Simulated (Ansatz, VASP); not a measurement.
**AlP: VASP beside Ansatz**

```
CELL_PARAMETERS angstrom
0.00000 2.73500 2.73500
2.73500 0.00000 2.73500
2.73500 2.73500 0.00000
ATOMIC_POSITIONS crystal
Al 0.00000 0.00000 0.00000
P 0.25000 0.25000 0.25000
```

Alike in both runs: task single point; functional PBE; k mesh 8 × 8 × 8; occupations gaussian, width 0.02 eV; no spin polarisation.

|  | VASP | Ansatz |
| --- | --- | --- |
| version | VASP 6.6.1 | Ansatz 0.2.0 |
| potentials or method | VASP PAW PBE potentials, release 64 (Al, P), cutoff 500 eV | scalar-relativistic, plane waves, PAW |
| valence electrons in the cell | 8 | 8 |

Ansatz gave:

```
gap on the k mesh at the Fermi level (eV) : 1.59
least direct gap on the mesh (eV)         : 3.26
pressure (GPa)                            : 1.8
```

Question: Estimate VASP's values.

Answer: gap on the k mesh at the Fermi level (eV): 1.59; least direct gap on the mesh (eV): 3.26; pressure (GPa): 1.7.
